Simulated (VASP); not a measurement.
# Ca5Ti2N6 (C2/c) in VASP: electric field gradients with PBE

Aim: the electric field gradients of Ca5Ti2N6 with PBE.

All numbers are computed with VASP 6.6.1; they aren't measurements. Logs are shortened: lines on timing, memory, paths and dates and some standing lists are left out, and cuts for length are marked.

## Step 1: The cell of the first run

The structure is monoclinic, space group C2/c (No. 15). Conventional cell: a = 10.306 Å, b = 6.554 Å, c = 12.896 Å, α = 90.00°, β = 103.60°, γ = 90.00°. Ca (site symmetry 1) has 8 N at 2.38 to 3.60 Å and 4 Ti at 3.10 to 3.34 Å and 4 Ca at 3.23 to 3.39 Å within 3.6 Å. Within 4.2 Å of Ca (site symmetry 1) lie 6 N at 2.40 to 3.87 Å and 3 Ti at 3.01 to 4.04 Å and 9 Ca at 3.23 to 4.19 Å. Within 3.8 Å of Ca (site symmetry 2) lie 6 N at 2.47 to 2.80 Å and 8 Ca at 3.26 to 3.76 Å and 2 Ti at 3.33 Å. Within 2.5 Å of Ti (site symmetry 1) lie 4 N at 1.90 to 1.96 Å. Within 2.9 Å of N (site symmetry 1) lie 1 Ti at 1.90 Å and 5 Ca at 2.38 to 2.80 Å. N (site symmetry 1) has 1 Ti at 1.93 Å and 4 Ca at 2.46 to 2.54 Å within 2.6 Å. Within 2.8 Å of N (site symmetry 1) lie 2 Ti at 1.94 to 1.96 Å and 2 Ca at 2.52 to 2.66 Å and 1 N at 2.80 Å.

## Step 2: Electric field gradients, PBE

Input file INCAR:

```
ALGO = Normal
EDIFF = 1E-8
ENCUT = 520
GGA = PE
ISIF = 2
ISMEAR = -1
LASPH = T
LCHARG = F
LEFG = T
LREAL = Auto
LWAVE = F
NBANDS = 123
NELM = 100
PREC = Accurate
SIGMA = 0.02
```

Input file KPOINTS:

```
k-points
0
Gamma
  5 5 3
```

Input file POSCAR:

```
Ca5Ti2N6
1.0
    5.1528461704     -3.2769566247      0.0000000000
    5.1528461704      3.2769566247      0.0000000000
   -3.0329799949      0.0000000000     12.5344605928
Ca Ti N
10 4 12
Direct
    0.2832989800      0.7728402600      0.0073345900
    0.2271597400      0.7167010200      0.4926654100
    0.7167010200      0.2271597400      0.9926654100
    0.7728402600      0.2832989800      0.5073345900
    0.3042306200      0.0088670200      0.7256728400
    0.9911329800      0.6957693800      0.7743271600
    0.6957693800      0.9911329800      0.2743271600
    0.0088670200      0.3042306200      0.2256728400
    0.6579149700      0.3420850300      0.7500000000
    0.3420850300      0.6579149700      0.2500000000
    0.6848939400      0.8638642500      0.5684372900
    0.1361357500      0.3151060600      0.9315627100
    0.3151060600      0.1361357500      0.4315627100
    0.8638642500      0.6848939400      0.0684372900
    0.9605766700      0.9399173900      0.6237867500
    0.0600826100      0.0394233300      0.8762132500
    0.0394233300      0.0600826100      0.3762132500
    0.9399173900      0.9605766700      0.1237867500
    0.6420411900      0.6428154000      0.6425769100
    0.3571846000      0.3579588100      0.8574230900
    0.3579588100      0.3571846000      0.3574230900
    0.6428154000      0.6420411900      0.1425769100
    0.4063241700      0.1732949600      0.5861461000
    0.8267050400      0.5936758300      0.9138539000
    0.5936758300      0.8267050400      0.4138539000
    0.1732949600      0.4063241700      0.0861461000
```

Potentials or basis: VASP PAW PBE potentials, release 64 (Ca_sv, Ti_sv, N).

Started as:

```
$ cat potpaw_PBE.64/Ca_sv/POTCAR potpaw_PBE.64/Ti_sv/POTCAR potpaw_PBE.64/N/POTCAR > POTCAR
$ mpirun -np 1 vasp_std > vasp.out
```

OUTCAR:

```text
EDIFF = 1E-8
   ENCUT = 520
   GGA = PE
   ISIF = 2
   ISMEAR = -1
   LASPH = T
   LREAL = Auto
   NELM = 100
   PREC = Accurate

 ion  position               nearest neighbor table
   1  0.283  0.773  0.007-  16 2.38  22 2.46
   2  0.227  0.717  0.493-  15 2.38  21 2.46
   3  0.717  0.227  0.993-  18 2.38  20 2.46
   4  0.773  0.283  0.507-  17 2.38  19 2.46
   5  0.304  0.009  0.726-  15 2.40  12 3.01
   6  0.991  0.696  0.774-  16 2.40  11 3.01
   7  0.696  0.991  0.274-  17 2.40  14 3.01
   8  0.009  0.304  0.226-  18 2.40  13 3.01
   9  0.658  0.342  0.750-  19 2.47  20 2.47
  10  0.342  0.658  0.250-  21 2.47  22 2.47
  11  0.685  0.864  0.568-  15 1.90  19 1.93  23 1.94  25 1.96  13 2.72   6 3.01
  12  0.136  0.315  0.932-  16 1.90  20 1.93  24 1.94  26 1.96  14 2.72   5 3.01
  13  0.315  0.136  0.432-  17 1.90  21 1.93  25 1.94  23 1.96  11 2.72   8 3.01
  14  0.864  0.685  0.068-  18 1.90  22 1.93  26 1.94  24 1.96  12 2.72   7 3.01
  15  0.961  0.940  0.624-  11 1.90   2 2.38   5 2.40
  16  0.060  0.039  0.876-  12 1.90   1 2.38   6 2.40
  17  0.039  0.060  0.376-  13 1.90   4 2.38   7 2.40
  18  0.940  0.961  0.124-  14 1.90   3 2.38   8 2.40
  19  0.642  0.643  0.643-  11 1.93   4 2.46   9 2.47
  20  0.357  0.358  0.857-  12 1.93   3 2.46   9 2.47
  21  0.358  0.357  0.357-  13 1.93   2 2.46  10 2.47
  22  0.643  0.642  0.143-  14 1.93   1 2.46  10 2.47
  23  0.406  0.173  0.586-  11 1.94  13 1.96
  24  0.827  0.594  0.914-  12 1.94  14 1.96
  25  0.594  0.827  0.414-  13 1.94  11 1.96
  26  0.173  0.406  0.086-  14 1.94  12 1.96

  LATTYP: Found a base centered monoclinic cell.
 ALAT       =    10.3056923408
 B/A-ratio  =     0.6359507962
 C/A-ratio  =     1.2513655337
 COS(beta)  =    -0.2351842226

  Lattice vectors:

 A1 = (   5.1528461704,  -3.2769566247,   0.0000000000)
 A2 = (   5.1528461704,   3.2769566247,   0.0000000000)
 A3 = (  -3.0329799949,   0.0000000000,  12.5344605928)

Analysis of symmetry for initial positions (statically):
=====================================================================
 Subroutine PRICEL returns:
 Original cell was already a primitive cell.

 Routine SETGRP: Setting up the symmetry group for a
 base centered monoclinic supercell.

 Subroutine GETGRP returns: Found  4 space group operations
 (whereof  2 operations were pure point group operations)
 out of a pool of  4 trial point group operations.

The static configuration has the point symmetry S_2 .
 The point group associated with its full space group is C_2h.

Analysis of symmetry for dynamics (positions and initial velocities):
=====================================================================
 Subroutine PRICEL returns:
 Original cell was already a primitive cell.

 Routine SETGRP: Setting up the symmetry group for a
 base centered monoclinic supercell.

 Subroutine GETGRP returns: Found  4 space group operations
 (whereof  2 operations were pure point group operations)
 out of a pool of  4 trial point group operations.

The dynamic configuration has the point symmetry S_2 .
 The point group associated with its full space group is C_2h.

 Subroutine INISYM returns: Found  4 space group operations
 (whereof  2 operations are pure point group operations),
 and found     1 'primitive' translations

----------------------------------------------------------------------------------------

                                     Primitive cell

  volume of cell :     423.3051

  direct lattice vectors                    reciprocal lattice vectors
     5.152846170 -3.276956625  0.000000000     0.097033753 -0.152580598  0.023479385
     5.152846170  3.276956625  0.000000000     0.097033753  0.152580598  0.023479385
    -3.032979995  0.000000000 12.534460593     0.000000000  0.000000000  0.079780059

  length of vectors
     6.106575831  6.106575831 12.896188197     0.182339435  0.182339435  0.079780059

  position of ions in fractional coordinates (direct lattice)
     0.283298980  0.772840260  0.007334590
     0.227159740  0.716701020  0.492665410
     0.716701020  0.227159740  0.992665410
     0.772840260  0.283298980  0.507334590
     0.304230620  0.008867020  0.725672840
     0.991132980  0.695769380  0.774327160
[... 18 lines left out ...]
     0.593675830  0.826705040  0.413853900
     0.173294960  0.406324170  0.086146100

  ion indices of the primitive-cell ions
   primitive index   ion index
                 1           1
[... 85 lines left out ...]
   NGXF,Y,Z  is equivalent  to a cutoff of  26.14, 26.14, 24.75 a.u.
 SYSTEM =  unknown system
   PREC   = accura    normal or accurate (medium, high low for compatibility)
   ISTART =      0    job   : 0-new  1-cont  2-samecut
   ICHARG =      2    charge: 1-file 2-atom 10-const
   ISPIN  =      1    spin polarized calculation?
   LNONCOLLINEAR =      F non collinear calculations
   LSORBIT =      F    spin-orbit coupling
   LASPH  =      T    aspherical Exc in radial PAW
   ENCUT  =  520.0 eV  38.22 Ry    6.18 a.u.  11.35 11.35 23.98*2*pi/ulx,y,z
   NELM   =    100;   NELMIN=  2; NELMDL= -5     # of ELM steps
   EDIFF  = 0.1E-07   stopping-criterion for ELM
   LREAL  =      T    real-space projection
   EDIFFG = 0.1E-06   stopping-criterion for IOM
   NSW    =      0    number of steps for IOM
   IBRION =     -1    ionic relax: 0-MD 1-quasi-New 2-CG
   NFREE  =      0    steps in history (QN), initial steepest desc. (CG)
   ISIF   =      2    stress and relaxation
   ISYM   =      2    0-nonsym 1-usesym 2-fastsym
   POTIM  = 0.5000    time-step for ionic-motion
   TEBEG  =    0.0;   TEEND  =   0.0 temperature during run
   PSTRESS=    0.0 pullay stress
   NELECT =     208.0000    total number of electrons
   NUPDOWN=      -1.0000    fix difference up-down
   EMIN   =  10.00;   EMAX   =-10.00  energy-range for DOS
   EFERMI =   0.00;   METHOD = LEGACY
   ISMEAR =    -1;   SIGMA  =   0.02  broadening in eV -4-tet -1-fermi 0-gaus
   EFERMI_NEDOS =   21; number of points for ismear=-14 and -15
   IALGO  =     38    algorithm
   IMIX   =      4    mixing-type and parameters
     AMIX     =   0.40;   BMIX     =  1.00
     AMIX_MAG =   1.60;   BMIX_MAG =  1.00
  volume/ion in A,a.u.               =      16.28       109.87
  Fermi-wavevector in a.u.,A,eV,Ry     =   1.291848  2.441239 22.706374  1.668871
  Thomas-Fermi vector in A             =   2.423593
   LORBIT       =      0    0 simple, 1 ext, 2 COOP (PROOUT), +10 PAW based schemes
   GGA     = PE    functional components
   LHFCALC =     F    Hartree Fock is set to
   AEXX    =    0.0000 exact exchange contribution
   IVDW    =     0    specifies the selected vdW correction
   LEPSILON=     F    determine dielectric tensor
   LRPA    =     F    only Hartree local field effects (RPA)
 non-spin polarized calculation
  energy-cutoff  :      520.00
  volume of cell :      423.31
 maximum number of plane-waves:     11413
 NGX is ok and might be reduce to    48
   NGX = 23   NGY = 23   NGZ = 47

 number of electron     208.0000012 magnetization

 Free energy of the ion-electron system (eV)
  ---------------------------------------------------
  ext. energy  EPLUGINS =         0.00000000
  ---------------------------------------------------
  free energy    TOTEN  =      -181.25248261 eV

  energy without entropy =     -181.25248261  energy(sigma->0) =     -181.25248261

 E-fermi :   3.8138     XC(G=0):  -9.8657

 val. band max:        3.2541496306   @ k =   0.2000   0.2000   0.3333
 cond. band min:       5.0339603878   @ k =   0.0000   0.0000   0.0000
 fundamental gap:      1.7798107572
 Fermi energy:         3.8138043718

 k-point     1 :       0.0000    0.0000    0.0000
  band No.  band energies     occupation
      1     -52.0737      2.00000
      2     -52.0737      2.00000
      3     -52.0229      2.00000
      4     -52.0228      2.00000
      5     -36.0826      2.00000
      6     -36.0794      2.00000
[... 2845 lines left out ...]
    115       6.8368      0.00000
    116       6.8553      0.00000
 [bands above 116 left out]

------------------------ aborting loop because EDIFF is reached ----------------------------------------

  FORCE on cell =-STRESS in cart. coord.  units (eV):
  Direction    XX          YY          ZZ          XY          YZ          ZX
  --------------------------------------------------------------------------------------
  -------------------------------------------------------------------------------------
  Total       -0.7762247     -0.5870456     -0.7050611      0.0000000      0.0000000     -0.0345599
  in kB       -2.9379508     -2.2219225     -2.6686021      0.0000000      0.0000000     -0.1308065
  external PRESSURE =      -2.6094918 kB  Pullay stress =       0.0000000 kB

 VOLUME and BASIS-vectors are now :
 -----------------------------------------------------------------------------
  energy-cutoff  :      520.00
  volume of cell :      423.31
      direct lattice vectors                 reciprocal lattice vectors
     5.152846170 -3.276956625  0.000000000     0.097033753 -0.152580598  0.023479385
     5.152846170  3.276956625  0.000000000     0.097033753  0.152580598  0.023479385
    -3.032979995  0.000000000 12.534460593     0.000000000  0.000000000  0.079780059

 POSITION                                       TOTAL-FORCE (eV/Angst)
 -----------------------------------------------------------------------------------
      5.41988      1.60421      0.09194         0.008463     -0.001985      0.001947
      3.36932      1.60421      6.17530        -0.008463     -0.001985     -0.001947
      1.85283     -1.60421     12.44253        -0.008463      0.001985     -0.001947
      3.90339     -1.60421      6.35917         0.008463      0.001985      0.001947
     -0.58761     -0.96789      9.09592         0.000839      0.003170      0.003372
      6.34383     -0.96789      9.70577        -0.000839      0.003170     -0.003372
[... 18 lines left out ...]
      6.06379      0.76363      5.18744         0.010953      0.064220      0.088374
      2.72541      0.76363      1.07979        -0.010953      0.064220     -0.088374
 -----------------------------------------------------------------------------------
    total drift:                               -0.000000     -0.000000      0.000000

  FREE ENERGIE OF THE ION-ELECTRON SYSTEM (eV)
  ---------------------------------------------------
  free  energy   TOTEN  =      -181.2524826069 eV

  energy  without entropy=     -181.2524826069  energy(sigma->0) =     -181.25248261

 Electric field gradients (V/A^2)
---------------------------------------------------------------------
 ion       V_xx      V_yy      V_zz      V_xy      V_xz      V_yz
---------------------------------------------------------------------
   1      36.137   -19.628   -16.509     5.626     7.170    32.381
   2      36.137   -19.628   -16.509    -5.626     7.170   -32.381
   3      36.137   -19.628   -16.509     5.626     7.170    32.381
   4      36.137   -19.628   -16.509    -5.626     7.170   -32.381
   5     -16.142    25.977    -9.834    14.573    -4.681   -29.257
   6     -16.142    25.977    -9.834   -14.573    -4.681    29.257
[... 18 lines left out ...]
  25      15.997    -1.208   -14.789    -0.016    -0.637     2.061
  26      15.997    -1.208   -14.789     0.016    -0.637    -2.061
---------------------------------------------------------------------

 Electric field gradients after diagonalization (V/A^2)
 (convention: |V_zz| > |V_xx| > |V_yy|)
----------------------------------------------------------------------
 ion       V_xx      V_yy      V_zz     asymmetry (V_yy - V_xx)/ V_zz
----------------------------------------------------------------------
   1      39.427    11.069   -50.496       0.562
   2      39.427    11.069   -50.496       0.562
   3      39.427    11.069   -50.496       0.562
   4      39.427    11.069   -50.496       0.562
   5     -27.384   -18.617    46.001       0.191
   6     -27.384   -18.617    46.001       0.191
[... 18 lines left out ...]
  25     -15.108    -0.902    16.010       0.887
  26     -15.108    -0.902    16.010       0.887
----------------------------------------------------------------------

           NMR quadrupolar parameters

 Cq : quadrupolar parameter    Cq=e*Q*V_zz/h
 eta: asymmetry parameters     (V_yy - V_xx)/ V_zz
 Q  : nuclear electric quadrupole moment in mb (millibarn)
----------------------------------------------------------------------
 ion       Cq(MHz)       eta       Q (mb)
----------------------------------------------------------------------
   1      -0.122       0.562       1.000
   2      -0.122       0.562       1.000
   3      -0.122       0.562       1.000
   4      -0.122       0.562       1.000
   5       0.111       0.191       1.000
   6       0.111       0.191       1.000
[... 18 lines left out ...]
  25       0.039       0.887       1.000
  26       0.039       0.887       1.000
----------------------------------------------------------------------
```

Run time: 51 min. Hardware: 1 thread of Intel Xeon 6975P-C (Granite Rapids), shared host; peak memory 0.99 GiB.

What came out:

```yaml
Free_energy: -181.2525 eV
Pressure: -0.3 GPa
Largest_force: 0.110 eV/Å
Band_gap_on_the_k_mesh: 1.78 eV (least direct gap 1.79 eV)
Largest_electric_field_gradient_by_atom: Ca -50.5, +46.0, +23.4 (each value once); Ti +64.7; N -28.7, -27.3, +16.0 (each value once) V/Å²
```

Forces on the atoms (eV/Å):
```
Ca   0.008 -0.002  0.002
Ca  -0.008 -0.002 -0.002
Ca  -0.008  0.002 -0.002
Ca   0.008  0.002  0.002
Ca   0.001  0.003  0.003
Ca  -0.001  0.003 -0.003
Ca  -0.001 -0.003 -0.003
Ca   0.001 -0.003  0.003
Ca   0.000  0.010  0.000
Ca   0.000 -0.010  0.000
Ti   0.008  0.045 -0.002
Ti  -0.008  0.045  0.002
Ti  -0.008 -0.045  0.002
Ti   0.008 -0.045 -0.002
N   -0.083  0.028 -0.032
N    0.083  0.028  0.032
N    0.083 -0.028  0.032
N   -0.083 -0.028 -0.032
N    0.070  0.019 -0.042
N   -0.070  0.019  0.042
N   -0.070 -0.019  0.042
N    0.070 -0.019 -0.042
N   -0.011 -0.064 -0.088
N    0.011 -0.064  0.088
N    0.011  0.064  0.088
N   -0.011  0.064 -0.088
```

Levels at points of the mesh, in eV from the valence-band top:
```
           k point  band 102  band 103  band 104  band 105  band 106  band 107
(0.00, 0.00, 0.00)     -0.25     -0.24     -0.01      1.78      2.05      2.42
```

Electric field gradients, principal values (V/Å²):
```
 atom    least   middle  greatest (by size)
 1 Ca   11.069   39.427             -50.496
 2 Ca   11.069   39.427             -50.496
 3 Ca   11.069   39.427             -50.496
 4 Ca   11.069   39.427             -50.496
 5 Ca  -18.617  -27.384              46.001
 6 Ca  -18.617  -27.384              46.001
 7 Ca  -18.617  -27.384              46.001
 8 Ca  -18.617  -27.384              46.001
 9 Ca   -1.461  -21.961              23.422
10 Ca   -1.461  -21.961              23.422
11 Ti  -26.146  -38.570              64.715
12 Ti  -26.146  -38.570              64.715
13 Ti  -26.146  -38.570              64.715
14 Ti  -26.146  -38.570              64.715
 15 N    6.722   21.929             -28.652
 16 N    6.722   21.929             -28.652
 17 N    6.722   21.929             -28.652
 18 N    6.722   21.929             -28.652
 19 N   11.079   16.211             -27.290
 20 N   11.079   16.211             -27.290
 21 N   11.079   16.211             -27.290
 22 N   11.079   16.211             -27.290
 23 N   -0.902  -15.108              16.010
 24 N   -0.902  -15.108              16.010
 25 N   -0.902  -15.108              16.010
 26 N   -0.902  -15.108              16.010
```

Caveat: without QUAD_EFG the Cq values of the log hold for a quadrupole moment of 1 mb, not for the nuclei. A k mesh can miss the band edges.
